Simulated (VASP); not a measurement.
Runs of VASP 6.6.1 on Y. The structure is that of space group I4/mmm (No. 139), or close to it. The cells are those of the table. 

```tsv
cell	gap on the mesh (eV)	pressure (GPa)
a = 3.648, b = 3.648, c = 3.514 Å, angles 61.2, 61.2, 57.6°, 1 atom	none	(a)
a = 3.449, b = 3.449, c = 3.514 Å, angles 59.4, 59.4, 61.3°, 1 atom	none	5.3
a = 3.385, b = 3.385, c = 3.514 Å, angles 58.7, 58.7, 62.5°, 1 atom	none	7.6
a = 3.261, b = 3.261, c = 3.514 Å, angles 57.4, 57.4, 65.2°, 1 atom	none	(b)
a = 3.323, b = 3.323, c = 3.514 Å, angles 58.1, 58.1, 63.9°, 1 atom	none	10.1
```

Alike in all rows: task single point; level r2SCAN; potentials or basis VASP PAW PBE potentials, release 64 (Y_sv); no spin polarisation; k mesh 16 × 16 × 16; cutoff (eV) 520; smearing gaussian 0.15 eV.

Q: Fill in the values left out.

A: (a) 0.3; (b) 13.3.

Caveats: the PAW data sets were made with another functional, which shifts forces and pressure a little; the cell stands under pressure (at least some runs).

A k mesh can miss the band edges, and the runs leave out spin-orbit coupling on Y.

A gap of «none» marks levels without a gap at the run's occupations.
